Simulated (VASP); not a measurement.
Rh, 1 atom in the cell. It takes space group Im-3m (No. 229, cubic). The conventional cell has a = 2.919 Å, b = 2.919 Å, c = 2.919 Å, α = 90.00°, β = 90.00°, γ = 90.00°. Within 3.3 Å of Rh (site symmetry m-3m) lie 14 Rh at 2.53 to 2.92 Å. This isn't the form of Rh at room conditions, which is fcc.

| Quantity | Value |
| --- | --- |
| Program | VASP 6.6.1 |
| Task | single point |
| Functional | r2SCAN |
| Potentials or basis | VASP PAW PBE potentials, release 64 (Rh_pv) |
| Cutoff | 520 eV |
| k mesh | 16 × 16 × 16 |
| Occupations | fermi-dirac, width 0.1 eV |
| Spin | no spin polarisation |
| Dipole correction | no |
| Further INCAR settings | ALGO = Normal; EDIFF = 1e-06; NBANDS = 14 |

Potentials or basis: VASP PAW PBE potentials, release 64 (Rh_pv).

The run is started by

```sh
$ cat potpaw_PBE.64/Rh_pv/POTCAR > POTCAR
$ cp INCAR.step1 INCAR
$ mpirun -np 1 vasp_std > vasp.out
$ cp INCAR.step2 INCAR
$ mpirun -np 1 vasp_std > vasp.out
```

Hardware: 1 thread of AMD EPYC 7R13 Processor (Zen 3) (shared host).

Q: Estimate the wall time of this run.

A: Wall time 73 s on 1 thread of AMD EPYC 7R13 Processor (Zen 3), with other jobs on the host, peak memory 0.12 GiB. Counts: k points 145.
